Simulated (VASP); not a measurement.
Here is a VASP 6.6.1 calculation.

Contents of INCAR:

```
SYSTEM = Ta2N
  PREC = Accurate
  ENCUT = 520
  EDIFF = 1E-7
  ISMEAR = 0
  SIGMA = 0.15
  LREAL = .False.
  LASPH = .True.
  NELM = 60
  ALGO = Normal
  ISIF = 2
  LWAVE = .False.
  LCHARG = .True.
  LELF = .True.
  LVHAR = .True.
  NBANDS = 20
```

Contents of KPOINTS:

```
Automatic mesh
0
Gamma
  18 18 10
  0 0 0
```

POSCAR

```
Ta2N
1.0
    2.9543646705      0.0000000000      0.0000000000
   -1.4771823353      2.5585548567      0.0000000000
    0.0000000000      0.0000000000      5.0046937518
Ta N
2 1
Direct
    0.6666666667      0.3333333333      0.7466885012
    0.3333333333      0.6666666667      0.2533114988
    0.0000000000      0.0000000000      0.0000000000
```

Potentials or basis: VASP PAW LDA potentials, release 64 (Ta_pv, N).

The run is started by

```sh
$ cat potpaw_LDA.64/Ta_pv/POTCAR potpaw_LDA.64/N/POTCAR > POTCAR
$ mpirun -np 1 vasp_std > vasp.out
```

Task: Estimate the largest force.

Result: 0.917 eV/Å.

Task: What does it give for the band gap on the k mesh?

Result: Zero (an odd number of electrons rules out a gap without spin polarisation).

Task: What does it give for the pressure?

Result: 11.5 GPa.

Forces in eV/Å, atoms in the order of the input:
```
Ta   0.000  0.000 -0.917
Ta   0.000  0.000  0.917
N    0.000  0.000  0.000
```

Caveat: the cell stands under pressure; spin-orbit coupling is left out, which moves the levels of the heavy elements.
